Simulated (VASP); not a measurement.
Crystal: TePb.

```
Pb Te
1.0
     4.00229    0.00000    0.00000
     0.00000    4.00229    0.00000
     0.00000    0.00000    4.00229
Pb Te
1 1
Direct
  0.00000 0.00000 0.00000
  0.50000 0.50000 0.50000
```

```yaml
Program: VASP 6.6.1
Task: relaxation of cell and atoms
Functional: BLYP
Dispersion: D3(BJ)
Potentials_or_basis: VASP PAW PBE potentials, release 64 (Pb_d, Te)
Cutoff: 600 eV
k_mesh: 7 × 7 × 7
Occupations: fermi-dirac, width 0.05 eV
Spin: no spin polarisation
```

At the start: pressure 0.2 GPa; volume 32.05 Å³/atom.

Q: Where does the relaxation end?

A: Over 6 steps the energy falls by 36.6 meV/atom and the volume is 33.93 Å³/atom (+5.8 %); space group Pm-3m (No. 221, to 0.05 Å).

Step by step:
```csv
step,energy change (eV),largest force (eV/Å),pressure (GPa),volume (Å³)
1,0.0000,0.0000,0.23,64.11
2,-0.0014,0.0000,0.90,64.55
3,-0.0259,0.0000,5.29,65.87
4,-0.0680,0.0000,-2.09,68.56
5,-0.0731,0.0000,0.27,67.77
6,-0.0732,0.0000,-0.04,67.86
```

Final structure:
```
Pb Te
1.0
     4.07880    0.00000    0.00000
     0.00000    4.07880    0.00000
     0.00000    0.00000    4.07880
Pb Te
1 1
Direct
  0.00000 0.00000 0.00000
  0.50000 0.50000 0.50000
```

Caveat: the PAW data sets were made with another functional, which shifts forces and pressure a little; pairwise dispersion overbinds metals, which lowers pressure and volume.
